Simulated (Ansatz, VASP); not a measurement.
**Re in VASP and in Ansatz**

```
Re
1.0
     0.00000    2.01374    2.01374
     2.01374    0.00000    2.01374
     2.01374    2.01374    0.00000
Re
1
Direct
  0.00000 0.00000 0.00000
```

Change from the starting cell: volume scaled by 1.06, crystal datasets.

Alike in both runs: task electric field gradients; functional PBE; k mesh 14 × 14 × 14; occupations fermi-dirac, width 0.03 eV; no spin polarisation.

|  | VASP | Ansatz |
| --- | --- | --- |
| version | VASP 6.6.1 | Ansatz 0.2.0 |
| potentials or method | VASP PAW PBE potentials, release 64 (Re), cutoff 520 eV | all-electron PAW with datasets made for the crystal, scalar-relativistic |

```csv
,VASP,Ansatz,Ansatz less VASP
pressure (GPa),-26.3,-25.3,+0.97
```

Ansatz ran all-electron here, and VASP with PAW potentials.

Neither program's run includes spin-orbit coupling.
